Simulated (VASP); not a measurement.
Ni:

```
Ni
1.0
    -1.38372    1.38372    1.38372
     1.38372   -1.38372    1.38372
     1.38372    1.38372   -1.38372
Ni
1
Direct
  0.00000 0.00000 0.00000
```

This isn't the form of Ni at room conditions, which is fcc.

Base run:

- Program: VASP 6.6.1
- Functional: PBEsol
- Potentials or basis: VASP PAW PBE potentials, release 64 (Ni_sv_GW)
- Cutoff: 690 eV
- k mesh: 11 × 11 × 11
- Occupations: fermi-dirac, width 0.05 eV
- Spin: collinear spin, ferromagnetic start
- Starting moments: [1.2] μB
- Fixed moment: 1.2 μB

Its results: pressure 4.2 GPa; site moments Ni +1.17 μB.

Q: The run is repeated on the same cell with these changes: fixed moment from 1.2 μB to 2 μB; moments at the start from [1.2] to [2.0]. What comes out?

A: Pressure 27.0 GPa; site moments Ni +1.81 μB.

Caveats: the cell stands under pressure; the PAW data sets were made with another functional, which shifts forces and pressure a little; the total moment is fixed, so each spin has its own Fermi level and the state may be an excited one.
